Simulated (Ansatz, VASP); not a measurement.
Zr2TeSe in VASP and in Ansatz

INCAR

```
SYSTEM = Zr2TeSe
PREC = Accurate
ENCUT = 600
EDIFF = 1E-6
ISMEAR = 0
SIGMA = 0.1
LREAL = .FALSE.
LASPH = .TRUE.
NELM = 60
ALGO = Normal
ISIF = 3
LWAVE = .FALSE.
LCHARG = .FALSE.
GGA = PE
IBRION = 2
NSW = 90
EDIFFG = -0.04
```

File KPOINTS:

```
regular mesh
0
G
  6 6 6
  0 0 0
```

Contents of POSCAR:

```
Zr2TeSe
1.0
    2.0314126900      1.1728366600      7.1922855200
   -2.0314126900      1.1728366600      7.1922855200
    0.0000000000     -2.3456733300      7.1922855200
Zr Te Se
2 1 1
Direct
    0.7376855600      0.7376855600      0.7376855600
    0.2623144400      0.2623144400      0.2623144400
    0.5000000000      0.5000000000      0.5000000000
    0.0000000000      0.0000000000      0.0000000000
```

Input for Ansatz:

```yaml
crystal:
  lattice:
    - [2.03141269, 1.17283666, 7.19228552]
    - [-2.03141269, 1.17283666, 7.19228552]
    - [0.0, -2.34567333, 7.19228552]
  atoms:
    - { symbol: Zr, position: [0.73768556, 0.73768556, 0.73768556] }
    - { symbol: Zr, position: [0.26231444, 0.26231444, 0.26231444] }
    - { symbol: Te, position: [0.5, 0.5, 0.5] }
    - { symbol: Se, position: [0.0, 0.0, 0.0] }
basis:
  ecutwfc: 420
kpoints:
  mp_grid: { grid: [6, 6, 6] }
hamiltonian:
  xc: pbe
scf:
  occupations: { method: gaussian, width: 0.1 }
  lower_state_search: "off"
output:
  forces: true
  stress: true
  eigenvalues: true
relax:
  adjacent_minimum: "off"
  f_tol: 0.04
  max_steps: 70
  cell: { stress_tol: 0.4 }
```

Change from the starting cell: species swapped into the PrTlSe2 type (R-3m, No. 166).

Alike in both runs: task relaxation of cell and atoms; functional PBE; k mesh 6 × 6 × 6; occupations gaussian, width 0.1 eV; no spin polarisation.

|  | VASP | Ansatz |
| --- | --- | --- |
| version | VASP 6.6.1 | Ansatz 0.2.0 |
| potentials or method | VASP PAW PBE potentials, release 64 (Zr_sv, Te, Se), cutoff 600 eV | scalar-relativistic, plane waves, PAW |
| valence electrons in the cell | 36 | 56 |

Ansatz gave:

| Property | Result |
| --- | --- |
| gap on the k mesh at the Fermi level, each at its own relaxed structure (eV) | none |
| relaxed volume (Å³/atom) | 23.44 |
| relaxed length of the cell vector where the two differ most in proportion (Å) | 6.910 |

**Question.** Which values does VASP return?

**Answer.** gap on the k mesh at the Fermi level, each at its own relaxed structure (eV): none; relaxed volume (Å³/atom): 23.45; relaxed length of the cell vector where the two differ most in proportion (Å): 6.903.

A gap of «none» marks a metal or a gap that the smearing closes. VASP's potentials hold 36 valence electrons a cell and Ansatz's 56, so a difference there can come from the potentials and not from the codes.

Spin-orbit coupling is off throughout.
